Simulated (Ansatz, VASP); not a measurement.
# Ta: VASP beside Ansatz

Contents of INCAR:

```
SYSTEM = Ta
PREC = Accurate ; ENCUT = 500
EDIFF = 1E-6 ; ISMEAR = -1
SIGMA = 0.15 ; LREAL = .FALSE.
LASPH = .TRUE. ; NELM = 200
ALGO = Normal ; ISIF = 2
LWAVE = .FALSE. ; LCHARG = .FALSE.
MAGMOM = 0 0 0 ; LORBIT = 11
LSORBIT = .TRUE. ; GGA_COMPAT = .FALSE.
LORBMOM = .TRUE. ; LMAXMIX = 4
GGA = PE ; NBANDS = 22
```

KPOINTS

```
Automatic mesh
0
G
  4 4 4
  0 0 0
```

POSCAR

```
Ta
1.0
    0.0000000000      2.1105000000      2.1105000000
    2.1105000000      0.0000000000      2.1105000000
    2.1105000000      2.1105000000      0.0000000000
Ta
1
Direct
    0.0000000000      0.0000000000      0.0000000000
```

Input for Ansatz:

```yaml
crystal:
  lattice:
    - [0, 2.1105, 2.1105]
    - [2.1105, 0, 2.1105]
    - [2.1105, 2.1105, 0]
  atoms:
    - { symbol: Ta, position: [0, 0, 0] }
kpoints:
  mp_grid: { grid: [4, 4, 4] }
hamiltonian:
  xc: pbe
  pseudopotentials:
    kind: paw_fr
    azcp:
      Ta: "pseudopotentials/pbe/paw/ansatz_paw_generated_hard_1/Ta.paw.azcp"
scf:
  occupations: { method: fermi_dirac, width: 0.15 }
  convergence: { dr2_threshold: "1e-9 eV" }
  max_iter: 300
output:
  forces: true
  stress: true
  eigenvalues: true
magnetization:
  noncollinear: true
  spin_orbit: true
```

Alike in both runs: task single point; functional PBE; k mesh 4 × 4 × 4; occupations fermi-dirac, width 0.15 eV; non-collinear spin, spin-orbit coupling.

|  | VASP | Ansatz |
| --- | --- | --- |
| version | VASP 6.6.1 | Ansatz 0.2.0 development build |
| potentials or method | VASP PAW PBE potentials, release 64 (Ta_pv) | plane waves, PAW datasets (generated hard set |
| plane-wave cutoff (eV) | 500 | 700 |
| valence electrons in the cell | 11 | 27 |

|  | VASP | Ansatz | Ansatz less VASP |
| --- | --- | --- | --- |
| net moment per atom (μB) | 0.00 | 0.00 | 0.000 |

VASP's potentials hold 11 valence electrons a cell and Ansatz's 27, so a difference there can come from the potentials and not from the codes. Ansatz's warnings: stress scf threshold loose.

The k mesh is coarse, so the values compare programs but aren't converged.
